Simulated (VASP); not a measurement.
# SiO2 (P4_12_12) in VASP: settings compared

Aim: see how the results for SiO2 move with the level of theory and the settings. Levels: PBE, r2SCAN. Tasks: electric field gradients.

All numbers are computed with VASP 6.6.1; they aren't measurements. Logs are shortened: lines on timing, memory, paths and dates and some standing lists are left out, and cuts for length are marked.

**1. The cell of the first run**

It takes space group P4_12_12 (No. 92, tetragonal). Conventional cell: a = 4.950 Å, b = 4.950 Å, c = 6.876 Å, α = 90.00°, β = 90.00°, γ = 90.00°. Within 2.1 Å of Si (site symmetry 2) lie 4 O at 1.60 to 1.61 Å. O (site symmetry 1) has 2 Si at 1.60 to 1.61 Å within 2.1 Å.

**2. Electric field gradients, PBE**

File INCAR:

```
SYSTEM = SiO2
  PREC = Accurate
  ENCUT = 520
  EDIFF = 1E-8
  ISMEAR = -1
  SIGMA = 0.02
  LREAL = .FALSE.
  LASPH = .TRUE.
  NELM = 100
  ALGO = Normal
  ISIF = 2
  LWAVE = .FALSE.
  LCHARG = .FALSE.
  GGA = PE
  LEFG = .TRUE.
  NBANDS = 44
```

File KPOINTS:

```
regular mesh
0
G
  5 5 4
  0 0 0
```

File POSCAR:

```
SiO2
1.0
    4.9501000000      0.0000000000      0.0000000000
    0.0000000000      4.9501000000      0.0000000000
    0.0000000000      0.0000000000      6.8760000000
Si O
4 8
Direct
    0.3027000000      0.3027000000      0.0000000000
    0.1973000000      0.8027000000      0.2500000000
    0.6973000000      0.6973000000      0.5000000000
    0.8027000000      0.1973000000      0.7500000000
    0.2388000000      0.1086000000      0.1817000000
    0.3914000000      0.7388000000      0.4317000000
    0.7612000000      0.8914000000      0.6817000000
    0.6086000000      0.2612000000      0.9317000000
    0.7388000000      0.3914000000      0.5683000000
    0.8914000000      0.7612000000      0.3183000000
    0.2612000000      0.6086000000      0.0683000000
    0.1086000000      0.2388000000      0.8183000000
```

Potentials or basis: VASP PAW PBE potentials, release 64 (Si, O).

Launch:

```
cat potpaw_PBE.64/Si/POTCAR potpaw_PBE.64/O/POTCAR > POTCAR
mpirun -np 1 vasp_std > vasp.out
```

OUTCAR:

```text
SYSTEM = SiO2
   PREC = Accurate
   ENCUT = 520
   EDIFF = 1E-8
   ISMEAR = -1
   LREAL = .FALSE.
   LASPH = .TRUE.
   NELM = 100
   ISIF = 2
   GGA = PE

 ion  position               nearest neighbor table
   1  0.303  0.303  0.000-   8 1.60  11 1.60   5 1.61  12 1.61   2 3.06   4 3.06   2 3.06   4 3.06

   2  0.197  0.803  0.250-   5 1.60  10 1.60   6 1.61  11 1.61   1 3.06   3 3.06   1 3.06   3 3.06

   3  0.697  0.697  0.500-   6 1.60   9 1.60   7 1.61  10 1.61   2 3.06   4 3.06   4 3.06   2 3.06

   4  0.803  0.197  0.750-   7 1.60  12 1.60   9 1.61   8 1.61   1 3.06   3 3.06   3 3.06   1 3.06

   5  0.239  0.109  0.182-   2 1.60   1 1.61
   6  0.391  0.739  0.432-   3 1.60   2 1.61
   7  0.761  0.891  0.682-   4 1.60   3 1.61
   8  0.609  0.261  0.932-   1 1.60   4 1.61
   9  0.739  0.391  0.568-   3 1.60   4 1.61
  10  0.891  0.761  0.318-   2 1.60   3 1.61
  11  0.261  0.609  0.068-   1 1.60   2 1.61
  12  0.109  0.239  0.818-   4 1.60   1 1.61

  LATTYP: Found a simple tetragonal cell.
 ALAT       =     4.9501000000
 C/A-ratio  =     1.3890628472

  Lattice vectors:

 A1 = (   4.9501000000,   0.0000000000,   0.0000000000)
 A2 = (   0.0000000000,   4.9501000000,   0.0000000000)
 A3 = (   0.0000000000,   0.0000000000,   6.8760000000)

Analysis of symmetry for initial positions (statically):
=====================================================================
 Subroutine PRICEL returns:
 Original cell was already a primitive cell.

 Routine SETGRP: Setting up the symmetry group for a
 simple tetragonal supercell.

 Subroutine GETGRP returns: Found  8 space group operations
 (whereof  2 operations were pure point group operations)
 out of a pool of 16 trial point group operations.

The static configuration has the point symmetry C_2 .
 The point group associated with its full space group is D_4 .

Analysis of symmetry for dynamics (positions and initial velocities):
=====================================================================
 Subroutine PRICEL returns:
 Original cell was already a primitive cell.

 Routine SETGRP: Setting up the symmetry group for a
 simple tetragonal supercell.

 Subroutine GETGRP returns: Found  8 space group operations
[... 1030 lines left out ...]
  energy-cutoff  :      520.00
  volume of cell :      168.49
      direct lattice vectors                 reciprocal lattice vectors
     4.950100000  0.000000000  0.000000000     0.202016121  0.000000000  0.000000000
     0.000000000  4.950100000  0.000000000     0.000000000  0.202016121  0.000000000
     0.000000000  0.000000000  6.876000000     0.000000000  0.000000000  0.145433392

 POSITION                                       TOTAL-FORCE (eV/Angst)
 -----------------------------------------------------------------------------------
      1.49840      1.49840      0.00000        -0.165786     -0.165786      0.000000
      0.97665      3.97345      1.71900         0.165786     -0.165786     -0.000000
      3.45170      3.45170      3.43800         0.165786      0.165786      0.000000
      3.97345      0.97665      5.15700        -0.165786      0.165786     -0.000000
      1.18208      0.53758      1.24937        -0.037302      0.450299      0.243433
      1.93747      3.65713      2.96837        -0.450299     -0.037302      0.243433
      3.76802      4.41252      4.68737         0.037302     -0.450299      0.243433
      3.01263      1.29297      6.40637         0.450299      0.037302      0.243433
      3.65713      1.93747      3.90763        -0.037302     -0.450299     -0.243433
      4.41252      3.76802      2.18863        -0.450299      0.037302     -0.243433
      1.29297      3.01263      0.46963         0.037302      0.450299     -0.243433
      0.53758      1.18208      5.62663         0.450299     -0.037302     -0.243433
 -----------------------------------------------------------------------------------
    total drift:                               -0.000000      0.000000      0.000000

  FREE ENERGIE OF THE ION-ELECTRON SYSTEM (eV)
  ---------------------------------------------------
  free  energy   TOTEN  =       -94.7159549910 eV

  energy  without entropy=      -94.7159549910  energy(sigma->0) =      -94.71595499

 Electric field gradients (V/A^2)
---------------------------------------------------------------------
 ion       V_xx      V_yy      V_zz      V_xy      V_xz      V_yz
---------------------------------------------------------------------
   1      -1.070    -1.070     2.141     1.601     3.687    -3.687
   2      -1.070    -1.070     2.141    -1.601     3.687     3.687
   3      -1.070    -1.070     2.141     1.601    -3.687     3.687
   4      -1.070    -1.070     2.141    -1.601    -3.687    -3.687
   5     -45.914    42.458     3.456    18.388   -13.425   -54.988
   6      42.458   -45.914     3.456   -18.388    54.988   -13.425
   7     -45.914    42.458     3.456    18.388    13.425    54.988
   8      42.458   -45.914     3.456   -18.388   -54.988    13.425
   9     -45.914    42.458     3.456   -18.388    13.425   -54.988
  10      42.458   -45.914     3.456    18.388   -54.988   -13.425
  11     -45.914    42.458     3.456   -18.388   -13.425    54.988
  12      42.458   -45.914     3.456    18.388    54.988    13.425
---------------------------------------------------------------------

 Electric field gradients after diagonalization (V/A^2)
 (convention: |V_zz| > |V_xx| > |V_yy|)
----------------------------------------------------------------------
 ion       V_xx      V_yy      V_zz     asymmetry (V_yy - V_xx)/ V_zz
----------------------------------------------------------------------
   1       5.477     0.531    -6.008       0.823
   2       5.477     0.531    -6.008       0.823
   3       5.477     0.531    -6.008       0.823
   4       5.477     0.531    -6.008       0.823
   5     -49.873   -35.378    85.251       0.170
   6     -49.873   -35.378    85.251       0.170
   7     -49.873   -35.378    85.251       0.170
   8     -49.873   -35.378    85.251       0.170
   9     -49.873   -35.378    85.251       0.170
  10     -49.873   -35.378    85.251       0.170
  11     -49.873   -35.378    85.251       0.170
  12     -49.873   -35.378    85.251       0.170
----------------------------------------------------------------------

           NMR quadrupolar parameters

 Cq : quadrupolar parameter    Cq=e*Q*V_zz/h
 eta: asymmetry parameters     (V_yy - V_xx)/ V_zz
 Q  : nuclear electric quadrupole moment in mb (millibarn)
----------------------------------------------------------------------
 ion       Cq(MHz)       eta       Q (mb)
----------------------------------------------------------------------
   1      -0.015       0.823       1.000
   2      -0.015       0.823       1.000
   3      -0.015       0.823       1.000
   4      -0.015       0.823       1.000
   5       0.206       0.170       1.000
   6       0.206       0.170       1.000
   7       0.206       0.170       1.000
   8       0.206       0.170       1.000
   9       0.206       0.170       1.000
  10       0.206       0.170       1.000
  11       0.206       0.170       1.000
  12       0.206       0.170       1.000
----------------------------------------------------------------------
```

stdout:

```text
POSCAR found type information on POSCAR SiO
 POSCAR found :  2 types and      12 ions
 scaLAPACK will be used
 LDA part: xc-table for (Slater+PW92), standard interpolation
 POSCAR, INCAR and KPOINTS ok, starting setup
 FFT: planning ... GRIDC
 FFT: planning ... GRID_SOFT
 FFT: planning ... GRID
 WAVECAR not read
 entering main loop
ion   1

ion   2

ion   3

ion   4

ion   5
     0.0000293    -3.9553070    11.7499218    -0.7937535     2.7666465     9.2467655
     0.0000403    -3.9553070    11.7499217    -0.7937535     2.7666465     9.2467654
     0.0000555    -3.9553069    11.7499216    -0.7937535     2.7666464     9.2467653
     0.0000765    -3.9553068    11.7499212    -0.7937535     2.7666463     9.2467650
[... 72 lines left out ...]
ion  12
     0.0000293    -3.9553070    -2.7666465    -0.7937535   -11.7499218    -9.2467655
     0.0000403    -3.9553070    -2.7666465    -0.7937535   -11.7499217    -9.2467654
     0.0000555    -3.9553069    -2.7666464    -0.7937535   -11.7499216    -9.2467653
     0.0000765    -3.9553068    -2.7666463    -0.7937535   -11.7499212    -9.2467650

     0.0000293   -14.7012438   -10.5373887    -2.5329298   -43.8323808   -34.7960654
     0.0000403   -14.7012411   -10.5373867    -2.5329294   -43.8323727   -34.7960589
     0.0000555   -14.7012365   -10.5373833    -2.5329286   -43.8323588   -34.7960478
     0.0000765   -14.7012286   -10.5373777    -2.5329273   -43.8323354   -34.7960292
```

Run time: 2 min. Hardware: 1 thread of Intel Xeon Platinum 8259CL at 2.50GHz (Skylake/Cascade Lake), shared host; peak memory 0.3 GiB.

Results:

| Item | Value |
| --- | --- |
| Free energy | -94.7160 eV |
| Pressure | 8.2 GPa |
| Largest force | 0.513 eV/Å |
| Band gap on the k mesh | 5.82 eV |
| Largest electric field gradient by atom | Si -6.0; O +85.3 V/Å² |

Forces on the atoms (eV/Å):
```
Si  -0.166 -0.166  0.000
Si   0.166 -0.166  0.000
Si   0.166  0.166  0.000
Si  -0.166  0.166  0.000
O   -0.037  0.450  0.243
O   -0.450 -0.037  0.243
O    0.037 -0.450  0.243
O    0.450  0.037  0.243
O   -0.037 -0.450 -0.243
O   -0.450  0.037 -0.243
O    0.037  0.450 -0.243
O    0.450 -0.037 -0.243
```

Electric field gradients, principal values (V/Å²):
```tsv
atom	least	middle	greatest (by size)
1 Si	0.531	5.477	-6.008
2 Si	0.531	5.477	-6.008
3 Si	0.531	5.477	-6.008
4 Si	0.531	5.477	-6.008
5 O	-35.378	-49.873	85.251
6 O	-35.378	-49.873	85.251
7 O	-35.378	-49.873	85.251
8 O	-35.378	-49.873	85.251
9 O	-35.378	-49.873	85.251
10 O	-35.378	-49.873	85.251
11 O	-35.378	-49.873	85.251
12 O	-35.378	-49.873	85.251
```

Caveat: the cell stands under pressure; without QUAD_EFG the Cq values of the log hold for a quadrupole moment of 1 mb, not for the nuclei; an odd mesh through Γ misses points on the zone boundary, where band edges can lie.

**3. Electric field gradients, r2SCAN**

File POSCAR:

```
SiO2
1.0
    4.9501000000      0.0000000000      0.0000000000
    0.0000000000      4.9501000000      0.0000000000
    0.0000000000      0.0000000000      6.8760000000
Si O
4 8
Direct
    0.3075902747      0.3075902747      0.0000000000
    0.1924097253      0.8075902747      0.2500000000
    0.6924097253      0.6924097253      0.5000000000
    0.8075902747      0.1924097253      0.7500000000
    0.2354650875      0.1212398637      0.1876772699
    0.3787601363      0.7354650875      0.4376772699
    0.7645349125      0.8787601363      0.6876772699
    0.6212398637      0.2645349125      0.9376772699
    0.7354650875      0.3787601363      0.5623227301
    0.8787601363      0.7645349125      0.3123227301
    0.2645349125      0.6212398637      0.0623227301
    0.1212398637      0.2354650875      0.8123227301
```

File INCAR.step1:

```
PREC = Accurate
ENCUT = 520
ISMEAR = -1
SIGMA = 0.02
LREAL = F
LASPH = T
NELM = 100
NBANDS = 44
GGA = PE
ALGO = Normal
EDIFF = 1E-4
LWAVE = T
LCHARG = F
```

File INCAR.step2:

```
PREC = Accurate
ENCUT = 520
EDIFF = 1E-8
ISMEAR = -1
SIGMA = 0.02
LREAL = F
LASPH = T
NELM = 100
ALGO = Normal
ISIF = 2
LWAVE = F
LCHARG = F
METAGGA = R2SCAN
LMIXTAU = T
LEFG = T
NBANDS = 44
ISTART = 1
```

File KPOINTS:

```
regular mesh
0
Gamma
  5 5 4
```

Potentials or basis: VASP PAW PBE potentials, release 64 (Si, O).

Launch:

```
cat potpaw_PBE.64/Si/POTCAR potpaw_PBE.64/O/POTCAR > POTCAR
cp INCAR.step1 INCAR
mpirun -np 1 vasp_std > vasp.out
cp INCAR.step2 INCAR
mpirun -np 1 vasp_std > vasp.out
```

OUTCAR:

```text
PREC = Accurate
   ENCUT = 520
   EDIFF = 1E-8
   ISMEAR = -1
   LREAL = F
   LASPH = T
   NELM = 100
   ISIF = 2
   METAGGA = R2SCAN
   ISTART = 1

 ion  position               nearest neighbor table
   1  0.308  0.308  0.000-   8 1.62  11 1.62   5 1.63  12 1.63   2 3.07   4 3.07   2 3.07   4 3.07

   2  0.192  0.808  0.250-   5 1.62  10 1.62   6 1.63  11 1.63   1 3.07   3 3.07   1 3.07   3 3.07

   3  0.692  0.692  0.500-   6 1.62   9 1.62   7 1.63  10 1.63   2 3.07   4 3.07   4 3.07   2 3.07

   4  0.808  0.192  0.750-   7 1.62  12 1.62   9 1.63   8 1.63   1 3.07   3 3.07   3 3.07   1 3.07

   5  0.235  0.121  0.188-   2 1.62   1 1.63
   6  0.379  0.735  0.438-   3 1.62   2 1.63
   7  0.765  0.879  0.688-   4 1.62   3 1.63
   8  0.621  0.265  0.938-   1 1.62   4 1.63
   9  0.735  0.379  0.562-   3 1.62   4 1.63
  10  0.879  0.765  0.312-   2 1.62   3 1.63
  11  0.265  0.621  0.062-   1 1.62   2 1.63
  12  0.121  0.235  0.812-   4 1.62   1 1.63

  LATTYP: Found a simple tetragonal cell.
 ALAT       =     4.9501000000
 C/A-ratio  =     1.3890628472

  Lattice vectors:

 A1 = (   4.9501000000,   0.0000000000,   0.0000000000)
 A2 = (   0.0000000000,   4.9501000000,   0.0000000000)
[... 1091 lines left out ...]
   2       0.064     0.064    -0.129    -0.370     2.800     2.800
   3       0.064     0.064    -0.129     0.370    -2.800     2.800
   4       0.064     0.064    -0.129    -0.370    -2.800    -2.800
   5     -48.554    43.758     4.796    20.066   -15.692   -55.243
   6      43.758   -48.554     4.796   -20.066    55.243   -15.692
   7     -48.554    43.758     4.796    20.066    15.692    55.243
   8      43.758   -48.554     4.796   -20.066   -55.243    15.692
   9     -48.554    43.758     4.796   -20.066    15.692   -55.243
  10      43.758   -48.554     4.796    20.066   -55.243   -15.692
  11     -48.554    43.758     4.796   -20.066   -15.692    55.243
  12      43.758   -48.554     4.796    20.066    55.243    15.692
---------------------------------------------------------------------

 Electric field gradients after diagonalization (V/A^2)
 (convention: |V_zz| > |V_xx| > |V_yy|)
----------------------------------------------------------------------
 ion       V_xx      V_yy      V_zz     asymmetry (V_yy - V_xx)/ V_zz
----------------------------------------------------------------------
   1       3.744     0.435    -4.178       0.792
   2       3.744     0.435    -4.178       0.792
   3       3.744     0.435    -4.178       0.792
   4       3.744     0.435    -4.178       0.792
   5     -53.384   -34.226    87.609       0.219
   6     -53.384   -34.226    87.609       0.219
   7     -53.384   -34.226    87.609       0.219
   8     -53.384   -34.226    87.609       0.219
   9     -53.384   -34.226    87.609       0.219
  10     -53.384   -34.226    87.609       0.219
  11     -53.384   -34.226    87.609       0.219
  12     -53.384   -34.226    87.609       0.219
----------------------------------------------------------------------

           NMR quadrupolar parameters

 Cq : quadrupolar parameter    Cq=e*Q*V_zz/h
 eta: asymmetry parameters     (V_yy - V_xx)/ V_zz
 Q  : nuclear electric quadrupole moment in mb (millibarn)
----------------------------------------------------------------------
 ion       Cq(MHz)       eta       Q (mb)
----------------------------------------------------------------------
   1      -0.010       0.792       1.000
   2      -0.010       0.792       1.000
   3      -0.010       0.792       1.000
   4      -0.010       0.792       1.000
   5       0.212       0.219       1.000
   6       0.212       0.219       1.000
   7       0.212       0.219       1.000
   8       0.212       0.219       1.000
   9       0.212       0.219       1.000
  10       0.212       0.219       1.000
  11       0.212       0.219       1.000
  12       0.212       0.219       1.000
----------------------------------------------------------------------
```

OUTCAR.step1:

```text
PREC = Accurate
   ENCUT = 520
   ISMEAR = -1
   LREAL = F
   LASPH = T
[... 1103 lines left out ...]
      3.64063      1.87490      3.86653         0.011464     -0.013838      0.015538
      4.34995      3.78452      2.14753        -0.013838     -0.011464      0.015538
      1.30947      3.07520      0.42853        -0.011464      0.013838      0.015538
      0.60015      1.16558      5.58553         0.013838      0.011464      0.015538
 -----------------------------------------------------------------------------------
    total drift:                                0.000000     -0.000000     -0.000000

  FREE ENERGIE OF THE ION-ELECTRON SYSTEM (eV)
  ---------------------------------------------------
  free  energy   TOTEN  =       -94.8604425962 eV

  energy  without entropy=      -94.8604425962  energy(sigma->0) =      -94.86044260
```

OSZICAR.step1:

```text
N       E                     dE             d eps       ncg     rms          rms(c)
DAV:   1     0.401277687760E+03    0.40128E+03   -0.33066E+04  1584   0.133E+03
DAV:   2    -0.773544441720E+02   -0.47863E+03   -0.46423E+03  2044   0.311E+02
DAV:   3    -0.107024155809E+03   -0.29670E+02   -0.29533E+02  1936   0.826E+01
DAV:   4    -0.107408727403E+03   -0.38457E+00   -0.38390E+00  2000   0.104E+01
DAV:   5    -0.107415542015E+03   -0.68146E-02   -0.68103E-02  1940   0.134E+00    0.287E+01
DAV:   6    -0.948010384393E+02    0.12615E+02   -0.48646E+01  1876   0.322E+01    0.136E+01
DAV:   7    -0.948454461789E+02   -0.44408E-01   -0.14604E+00  1928   0.507E+00    0.500E+00
DAV:   8    -0.948435442233E+02    0.19020E-02   -0.68097E-02  1932   0.166E+00    0.197E+00
DAV:   9    -0.948582508140E+02   -0.14707E-01   -0.37622E-02  1788   0.118E+00    0.359E-01
DAV:  10    -0.948604693484E+02   -0.22185E-02   -0.43623E-03  1828   0.311E-01    0.119E-01
DAV:  11    -0.948604327058E+02    0.36643E-04   -0.10964E-03  1880   0.173E-01    0.149E-02
DAV:  12    -0.948604425962E+02   -0.98904E-05   -0.27995E-05  1172   0.277E-02
   1 F= -.94860443E+02 E0= -.94860443E+02  d E =-.455221E-11
```

Run time: 8.1 min. Hardware: 1 thread of Intel Xeon Platinum 8259CL at 2.50GHz (Skylake/Cascade Lake), shared host; peak memory 0.35 GiB.

What came out:

- Free energy: -119.1136 eV
- Pressure: -3.1 GPa
- Largest force: 0.307 eV/Å
- Band gap on the k mesh: 6.29 eV
- Largest electric field gradient by atom: Si -4.2; O +87.6 V/Å²

Forces in eV/Å, atoms in the order of the input:
```
Si   0.046  0.046  0.000
Si  -0.046  0.046  0.000
Si  -0.046 -0.046  0.000
Si   0.046 -0.046  0.000
O    0.052 -0.143 -0.267
O    0.143  0.052 -0.267
O   -0.052  0.143 -0.267
O   -0.143 -0.052 -0.267
O    0.052  0.143  0.267
O    0.143 -0.052  0.267
O   -0.052 -0.143  0.267
O   -0.143  0.052  0.267
```

Stress tensor (GPa, compression positive):
```
-2.81  0.00  0.00
 0.00 -2.81  0.00
 0.00  0.00 -3.60
```

Levels at points of the mesh, in eV from the valence-band top:
```csv
k point,band 30,band 31,band 32,band 33,band 34,band 35
"(0.00, 0.00, 0.00)",-0.38,-0.38,0.00,6.29,9.62,9.62
"(0.00, 0.00, 0.50)",-0.59,-0.38,-0.38,7.63,7.63,10.16
```

Electric field gradients, principal values (V/Å²):
```
atom    least   middle  greatest (by size)
1 Si    0.435    3.744              -4.178
2 Si    0.435    3.744              -4.178
3 Si    0.435    3.744              -4.178
4 Si    0.435    3.744              -4.178
 5 O  -34.226  -53.384              87.609
 6 O  -34.226  -53.384              87.609
 7 O  -34.226  -53.384              87.609
 8 O  -34.226  -53.384              87.609
 9 O  -34.226  -53.384              87.609
10 O  -34.226  -53.384              87.609
11 O  -34.226  -53.384              87.609
12 O  -34.226  -53.384              87.609
```

Caveat: the cell stands under tension; without QUAD_EFG the Cq values of the log hold for a quadrupole moment of 1 mb, not for the nuclei; the PAW data sets were made with another functional, which shifts forces and pressure a little; an odd mesh through Γ misses points on the zone boundary, where band edges can lie.
